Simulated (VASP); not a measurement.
# Al32Cu (a cell with a defect) in VASP: single point with PBE+D3(BJ)

Aim: the single point of Al32Cu (a cell with a defect) with PBE+D3(BJ).

Program: VASP 6.6.1. These are calculated values, not measurements. Logs are shortened: lines on timing, memory, paths and dates and some standing lists are left out, and cuts for length are marked.

## 1. The cell of the first run

The cell holds a defect, 33 atoms: a = 8.100 Å, b = 8.100 Å, c = 8.100 Å, α = 90.00°, β = 90.00°, γ = 90.00°.

## 2. Single point, PBE+D3(BJ)

INCAR reads:

```
SYSTEM = Al32Cu
PREC = Accurate
ENCUT = 520
EDIFF = 1E-6
ISMEAR = -1
SIGMA = 0.05
LREAL = Auto
LASPH = .TRUE.
NELM = 100
ALGO = Normal
ISIF = 2
LWAVE = .FALSE.
LCHARG = .FALSE.
GGA = PE
IVDW = 12
NBANDS = 76
```

KPOINTS reads:

```
Automatic mesh
0
G
  2 2 2
  0 0 0
```

POSCAR reads:

```
Al32Cu
1.0
    8.1000000000      0.0000000000      0.0000000000
    0.0000000000      8.1000000000      0.0000000000
    0.0000000000      0.0000000000      8.1000000000
Al Cu
32 1
Direct
    0.5098948148      0.0000756790      0.0001849383
    0.7505870370      0.2401682716      0.0001917284
    0.7500919753      0.0000017284      0.2530880247
   -0.0097701235      0.0000796296      0.0002001235
    0.2497119753      0.2097820988     -0.0002154321
    0.5417879012      0.4999379012     -0.0002503704
    0.7505819753      0.7598248148      0.0001891358
    0.2502329630      0.0000760494      0.2598859259
    0.5036133333      0.2467097531      0.2535522222
    0.7505714815      0.5000237037      0.2598832099
    0.5031329630      0.0000013580      0.5000740741
    0.7501023457      0.2471192593      0.5000844444
    0.7501143210      0.0000053086      0.7472876543
   -0.0390534568      0.4999512346     -0.0001933333
    0.2496992593      0.7906145679     -0.0002255556
   -0.0034045679      0.2463432099      0.2539176543
    0.2496775309      0.4999391358      0.2914822222
    0.5035544444      0.7533004938      0.2534934568
   -0.0026618519      0.0000058025      0.5000969136
    0.2502400000      0.2401653086      0.5004588889
    0.5098943210      0.5000233333      0.5004466667
    0.7500980247      0.7529316049      0.5000809877
    0.2502486420      0.0000792593      0.7402251852
    0.5039007407      0.2464213580      0.7466139506
    0.7505925926      0.5000261728      0.7402212346
   -0.0033527160      0.7536732099      0.2538658025
   -0.0097775309      0.5000265432      0.5004628395
    0.2502366667      0.7598275309      0.5004549383
   -0.0036575309      0.2460951852      0.7462827160
    0.2497297531      0.4999495062      0.7106438272
    0.5038472840      0.7535937037      0.7466672840
   -0.0036114815      0.7539265432      0.7463286420
    0.2517277778      0.5002555556      0.0013403704
```

Potentials or basis: VASP PAW PBE potentials, release 64 (Al, Cu).

The run is started by

```
cat potpaw_PBE.64/Al/POTCAR potpaw_PBE.64/Cu/POTCAR > POTCAR
mpirun -np 1 vasp_std > vasp.out
```

OUTCAR:

```text
SYSTEM = Al32Cu
   PREC = Accurate
   ENCUT = 520
   EDIFF = 1E-6
   ISMEAR = -1
   LREAL = Auto
   LASPH = .TRUE.
   NELM = 100
   ISIF = 2
   GGA = PE
   IVDW = 12
 IVDW          = 12

 ion  position               nearest neighbor table
   1  0.510  0.000  0.000-  15 2.71   5 2.71   2 2.75   7 2.75   3 2.83  13 2.83  24 2.86  31 2.86
                             9 2.86  18 2.86   8 2.97  23 2.98
   2  0.751  0.240  0.000-   6 2.70  14 2.71   4 2.75   1 2.75   3 2.82  13 2.83  29 2.86  16 2.86
                            24 2.87   9 2.87  10 2.98  25 2.98
   3  0.750  0.000  0.253-  16 2.82  26 2.82   9 2.82   4 2.82   2 2.82  18 2.83   7 2.83   1 2.83
                            11 2.83  22 2.83  12 2.83  19 2.83
   4  0.990  0.000  0.000-  15 2.70   5 2.70   2 2.75   7 2.75   3 2.82  13 2.82  29 2.86  16 2.86
                            32 2.86  26 2.86   8 2.98  23 2.98
   5  0.250  0.210  1.000-  33 2.35   4 2.70  23 2.70   8 2.71   1 2.71  29 2.92  16 2.92  24 2.92
                             9 2.92  14 3.32  30 3.32  17 3.33   6 3.33
   6  0.542  0.500  1.000-  33 2.35  25 2.70   2 2.70   7 2.70  10 2.70  24 2.92  31 2.92   9 2.92
                            18 2.92  30 3.33   5 3.33  15 3.34  17 3.34
   7  0.751  0.760  0.000-   6 2.70  14 2.71   4 2.75   1 2.75   3 2.83  13 2.83  32 2.86  26 2.86
                            31 2.87  18 2.87  10 2.98  25 2.98
   8  0.250  0.000  0.260-  15 2.71   5 2.71  20 2.75  28 2.75  11 2.83  19 2.83  16 2.86  26 2.86
                             9 2.86  18 2.87   1 2.97   4 2.98
   9  0.504  0.247  0.254-  12 2.82   3 2.82  11 2.83   1 2.86   8 2.86  21 2.87  10 2.87  20 2.87
[... 32 lines left out ...]
                            24 2.87  31 2.87   7 2.98   2 2.98
  26  0.997  0.754  0.254-  19 2.82  22 2.82   3 2.82  10 2.86   7 2.86   8 2.86   4 2.86  28 2.87
                            27 2.87  17 2.92  15 2.92  14 2.92
  27  0.990  0.500  0.500-  17 2.70  30 2.70  25 2.75  10 2.75  12 2.82  22 2.82  29 2.86  32 2.86
                            16 2.87  26 2.87  28 2.98  20 2.98
  28  0.250  0.760  0.500-  17 2.70  30 2.71  23 2.75   8 2.75  11 2.83  19 2.83  32 2.86  31 2.86
                            26 2.87  18 2.87  21 2.98  27 2.98
  29  0.996  0.246  0.746-  19 2.82  13 2.82  12 2.82   2 2.86  25 2.86  20 2.86  27 2.86  23 2.86
                             4 2.86   5 2.92  30 2.92  14 2.92
  30  0.250  0.500  0.711-  33 2.35  27 2.70  20 2.71  28 2.71  21 2.71  29 2.92  32 2.92  24 2.92
                            31 2.92  14 3.31   5 3.32  15 3.32   6 3.33
  31  0.504  0.754  0.747-  13 2.82  22 2.82  11 2.82  21 2.86  28 2.86   1 2.86  23 2.87   7 2.87
                            25 2.87   6 2.92  15 2.92  30 2.92
  32  0.996  0.754  0.746-  19 2.82  13 2.82  22 2.82   7 2.86  25 2.86  28 2.86  27 2.86  23 2.86
                             4 2.86  15 2.92  30 2.92  14 2.92
  33  0.252  0.500  0.001-   6 2.35  17 2.35  15 2.35   5 2.35  30 2.35  14 2.36

  LATTYP: Found a simple cubic cell.
 ALAT       =     8.1000000000

  Lattice vectors:

 A1 = (   8.1000000000,   0.0000000000,   0.0000000000)
 A2 = (   0.0000000000,   8.1000000000,   0.0000000000)
 A3 = (   0.0000000000,   0.0000000000,   8.1000000000)

Analysis of symmetry for initial positions (statically):
=====================================================================
 Subroutine PRICEL returns:
 Original cell was already a primitive cell.

 Routine SETGRP: Setting up the symmetry group for a
 simple cubic supercell.

 Subroutine GETGRP returns: Found  1 space group operations
 (whereof  1 operations were pure point group operations)
 out of a pool of 48 trial point group operations.

The static configuration has the point symmetry C_1 .

Analysis of symmetry for dynamics (positions and initial velocities):
=====================================================================
 Subroutine PRICEL returns:
 Original cell was already a primitive cell.

 Routine SETGRP: Setting up the symmetry group for a
 simple cubic supercell.

 Subroutine GETGRP returns: Found  1 space group operations
 (whereof  1 operations were pure point group operations)
 out of a pool of 48 trial point group operations.

The dynamic configuration has the point symmetry C_1 .

 Subroutine INISYM returns: Found  1 space group operations
 (whereof  1 operations are pure point group operations),
 and found     1 'primitive' translations

----------------------------------------------------------------------------------------

                                     Primitive cell

  volume of cell :     531.4410

  direct lattice vectors                    reciprocal lattice vectors
     8.100000000  0.000000000  0.000000000     0.123456790  0.000000000  0.000000000
     0.000000000  8.100000000  0.000000000     0.000000000  0.123456790  0.000000000
[... 87 lines left out ...]
     0.061728395  0.000000000  0.000000000     0.500000000  0.000000000  0.000000000
     0.000000000  0.061728395  0.000000000     0.000000000  0.500000000  0.000000000
     0.000000000  0.000000000  0.061728395     0.000000000  0.000000000  0.500000000

  Length of vectors
     0.061728395  0.061728395  0.061728395

  Shift w.r.t. Gamma in fractional coordinates (k-lattice)
     0.000000000  0.000000000  0.000000000

 Subroutine IBZKPT returns following result:
 ===========================================

 Found      8 irreducible k-points:

 Following reciprocal coordinates:
            Coordinates               Weight
  0.000000  0.000000  0.000000      1.000000
  0.500000  0.000000  0.000000      1.000000
  0.000000  0.500000  0.000000      1.000000
  0.000000  0.000000  0.500000      1.000000
  0.500000  0.500000  0.000000      1.000000
  0.000000  0.500000  0.500000      1.000000
  0.500000  0.000000  0.500000      1.000000
  0.500000  0.500000  0.500000      1.000000
   k-points           NKPTS =      8   k-points in BZ     NKDIM =      8   number of bands    NBANDS=     76
   number of dos      NEDOS =    301   number of ions     NIONS =     33
   total plane-waves  NPLWV = 216000
   dimension x,y,z NGX =    60 NGY =   60 NGZ =   60
   dimension x,y,z NGXF=   120 NGYF=  120 NGZF=  120
   ions per type =              32   1
   NGX,Y,Z   is equivalent  to a cutoff of  12.31, 12.31, 12.31 a.u.
   NGXF,Y,Z  is equivalent  to a cutoff of  24.63, 24.63, 24.63 a.u.
 SYSTEM =  Al32Cu
   PREC   = accura    normal or accurate (medium, high low for compatibility)
   ISTART =      0    job   : 0-new  1-cont  2-samecut
   ICHARG =      2    charge: 1-file 2-atom 10-const
   ISPIN  =      1    spin polarized calculation?
   LNONCOLLINEAR =      F non collinear calculations
   LSORBIT =      F    spin-orbit coupling
   LASPH  =      T    aspherical Exc in radial PAW
   ENCUT  =  520.0 eV  38.22 Ry    6.18 a.u.  15.06 15.06 15.06*2*pi/ulx,y,z
   NELM   =    100;   NELMIN=  2; NELMDL= -5     # of ELM steps
   EDIFF  = 0.1E-05   stopping-criterion for ELM
   LREAL  =      T    real-space projection
   EDIFFG = 0.1E-04   stopping-criterion for IOM
   NSW    =      0    number of steps for IOM
   IBRION =     -1    ionic relax: 0-MD 1-quasi-New 2-CG
   NFREE  =      0    steps in history (QN), initial steepest desc. (CG)
   ISIF   =      2    stress and relaxation
   ISYM   =      2    0-nonsym 1-usesym 2-fastsym
   POTIM  = 0.5000    time-step for ionic-motion
   TEBEG  =    0.0;   TEEND  =   0.0 temperature during run
   PSTRESS=    0.0 pullay stress
   NELECT =     107.0000    total number of electrons
   NUPDOWN=      -1.0000    fix difference up-down
   EMIN   =  10.00;   EMAX   =-10.00  energy-range for DOS
   EFERMI =   0.00;   METHOD = LEGACY
   ISMEAR =    -1;   SIGMA  =   0.05  broadening in eV -4-tet -1-fermi 0-gaus
   EFERMI_NEDOS =   21; number of points for ismear=-14 and -15
   IALGO  =     38    algorithm
   IMIX   =      4    mixing-type and parameters
     AMIX     =   0.40;   BMIX     =  1.00
     AMIX_MAG =   1.60;   BMIX_MAG =  1.00
  volume/ion in A,a.u.               =      16.10       108.68
  Fermi-wavevector in a.u.,A,eV,Ry     =   0.959513  1.813218 12.526422  0.920666
  Thomas-Fermi vector in A             =   2.088716
   LORBIT       =      0    0 simple, 1 ext, 2 COOP (PROOUT), +10 PAW based schemes
   GGA     = PE    functional components
   LHFCALC =     F    Hartree Fock is set to
   AEXX    =    0.0000 exact exchange contribution
   IVDW    =    12    specifies the selected vdW correction
   LEPSILON=     F    determine dielectric tensor
   LRPA    =     F    only Hartree local field effects (RPA)
 non-spin polarized calculation
  energy-cutoff  :      520.00
  volume of cell :      531.44
 maximum number of plane-waves:     14400
   NGX = 31   NGY = 31   NGZ = 31

 number of electron     106.9999993 magnetization

 Free energy of the ion-electron system (eV)
  ---------------------------------------------------
  ext. energy  EPLUGINS =         0.00000000
  ---------------------------------------------------
  free energy    TOTEN  =      -122.78003421 eV

  energy without entropy =     -122.66133680  energy(sigma->0) =     -122.72068551

 E-fermi :   7.7856     XC(G=0): -10.2980

 val. band max:        7.7381001264   @ k =   0.0000   0.5000   0.0000
 cond. band min:       7.7876897930   @ k =   0.5000   0.0000   0.0000
 fundamental gap:      0.0495896666
 Fermi energy:         7.7856227661

 k-point     1 :       0.0000    0.0000    0.0000
  band No.  band energies     occupation
      1      -3.0681      2.00000
      2      -0.9992      2.00000
      3      -0.9992      2.00000
      4      -0.7448      2.00000
      5      -0.7448      2.00000
      6      -0.7447      2.00000
[... 533 lines left out ...]
     64      11.2147      0.00000
     65      11.3851      0.00000
 [bands above 65 left out]

------------------------ aborting loop because EDIFF is reached ----------------------------------------

 Edisp (eV)  -11.45784

 E8    (eV) :    -5.1197

  FORCE on cell =-STRESS in cart. coord.  units (eV):
  Direction    XX          YY          ZZ          XY          YZ          ZX
  --------------------------------------------------------------------------------------
  -------------------------------------------------------------------------------------
  Total      -2.18297    -2.18135    -2.18622     0.00040     0.00084    -0.00017
  in kB      -6.58117    -6.57630    -6.59098     0.00119     0.00253    -0.00051
  external pressure =       -6.58 kB  Pullay stress =        0.00 kB

 VOLUME and BASIS-vectors are now :
 -----------------------------------------------------------------------------
  energy-cutoff  :      520.00
  volume of cell :      531.44
      direct lattice vectors                 reciprocal lattice vectors
     8.100000000  0.000000000  0.000000000     0.123456790  0.000000000  0.000000000
     0.000000000  8.100000000  0.000000000     0.000000000  0.123456790  0.000000000
     0.000000000  0.000000000  8.100000000     0.000000000  0.000000000  0.123456790

 POSITION                                       TOTAL-FORCE (eV/Angst)
 -----------------------------------------------------------------------------------
      4.13015      0.00061      0.00150         0.024202      0.000187      0.001090
      6.07975      1.94536      0.00155         0.001774     -0.023350     -0.000406
      6.07574      0.00001      2.05001        -0.002092     -0.000193      0.026525
      8.02086      0.00064      0.00162        -0.022863      0.000109      0.001218
      2.02267      1.69924      8.09825         0.003670      0.003975      0.003097
      4.38848      4.04950      8.09797        -0.007988      0.000483     -0.000057
[... 25 lines left out ...]
      8.07075      6.10680      6.04526         0.002361     -0.003394      0.002561
      2.03900      4.05207      0.01086        -0.010033     -0.001677     -0.007561
 -----------------------------------------------------------------------------------
    total drift:                                0.011356      0.001897      0.003349

  FREE ENERGIE OF THE ION-ELECTRON SYSTEM (eV)
  ---------------------------------------------------
  free  energy   TOTEN  =      -134.2378745513 eV

  energy  without entropy=     -134.1191771494  energy(sigma->0) =     -134.17852585
```

Wall time 8.2 min (1 thread of Intel Xeon Platinum 8375C at 2.90GHz (Ice Lake), shared host); peak memory 0.57 GiB.

Results:

```yaml
Free_energy: -134.2379 eV
Pressure: -0.7 GPa
Largest_force: 0.028 eV/Å
Band_gap_on_the_k_mesh: zero (an odd number of electrons rules out a gap without spin polarisation)
Dispersion_energy_per_atom: -0.347 eV
```

Forces on the atoms (eV/Å):
```
Al   0.024  0.000  0.001
Al   0.002 -0.023  0.000
Al  -0.002  0.000  0.027
Al  -0.023  0.000  0.001
Al   0.004  0.004  0.003
Al  -0.008  0.000  0.000
Al   0.002  0.024  0.000
Al   0.001  0.000  0.024
Al   0.000  0.000 -0.001
Al   0.002  0.000  0.024
Al   0.026  0.000 -0.001
Al  -0.001 -0.028 -0.001
Al  -0.002  0.000 -0.027
Al   0.002  0.000  0.002
Al   0.004 -0.005  0.002
Al   0.002  0.003 -0.002
Al   0.001  0.001 -0.011
Al   0.000  0.000  0.000
Al  -0.028  0.000 -0.001
Al   0.000 -0.024  0.001
Al   0.024  0.000  0.002
Al  -0.002  0.028 -0.001
Al   0.001  0.000 -0.023
Al  -0.003  0.002  0.002
Al   0.002  0.000 -0.022
Al   0.002 -0.003 -0.002
Al  -0.023  0.000  0.001
Al   0.000  0.025  0.001
Al   0.003  0.003  0.003
Al   0.002  0.000  0.003
Al  -0.002 -0.002  0.001
Al   0.002 -0.003  0.003
Cu  -0.010 -0.002 -0.008
```

Caveat: the k points lie up to 0.39 Å⁻¹ apart, too coarse for converged energies and pressures of a metal.

The gap in the log of VASP goes by the Fermi energy; the results here count the filled bands.